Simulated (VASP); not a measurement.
Write the native input for VASP 6.6.1 that does the following.

| Item | Value |
| --- | --- |
| Task | single point |
| Functional | RPBE |
| Dispersion | D3(BJ) |
| Potentials or basis | VASP PAW PBE potentials, release 64 (Mn_pv, S) |
| Cutoff | 520 eV |
| k mesh | 9 × 9 × 9 |
| Occupations | fermi-dirac, width 0.05 eV |
| Spin | collinear spin, ferromagnetic start |
| Starting moments | [4.0, 0.0] μB |
| Dipole correction | no |
| Further INCAR settings | ALGO = Normal; EDIFF = 1e-06; NBANDS = 20 |

The structure of MnS lies in POSCAR:

```
MnS
1.0
    0.0000000000      2.4898444489      2.4898444489
    2.4898444489      0.0000000000      2.4898444489
    2.4898444489      2.4898444489      0.0000000000
Mn S
1 1
Direct
    0.0000000000      0.0000000000      0.0000000000
    0.7500000000      0.7500000000      0.7500000000
```

The input as run:

INCAR

```
ALGO = Normal
EDIFF = 1E-6
ENCUT = 520
GGA = RP
ISIF = 2
ISMEAR = -1
ISPIN = 2
IVDW = 12
LASPH = T
LCHARG = F
LMAXMIX = 4
LORBIT = 11
LREAL = F
LWAVE = F
MAGMOM = 4 0
NBANDS = 20
NELM = 150
PREC = Accurate
SIGMA = 0.05
```

KPOINTS

```
k-points
0
Gamma
  9 9 9
```

Potentials or basis: VASP PAW PBE potentials, release 64 (Mn_pv, S).

Run with:

```console
$ cat potpaw_PBE.64/Mn_pv/POTCAR potpaw_PBE.64/S/POTCAR > POTCAR
$ mpirun -np 1 vasp_std > vasp.out
```

It gave:

```
Pressure                                              : -20.2 GPa
Net moment                                            : 0.23 μB per cell
Site moments                                          : Mn +0.22; S -0.01 μB
Valence electrons inside the program's atomic spheres : Mn 11.98; S 3.75
Dispersion energy per atom                            : -1.911 eV
```

Caveat: the PAW data sets were made with another functional, which shifts forces and pressure a little; the moment fell far below its start of 4 μB, so a state of higher moment may lie lower in energy; pairwise dispersion overbinds metals, which lowers pressure and volume.

It took 3 min on 1 thread of Intel(R) Xeon(R) 6975P-C (Granite Rapids), on a shared host, peak memory 0.2 GiB.
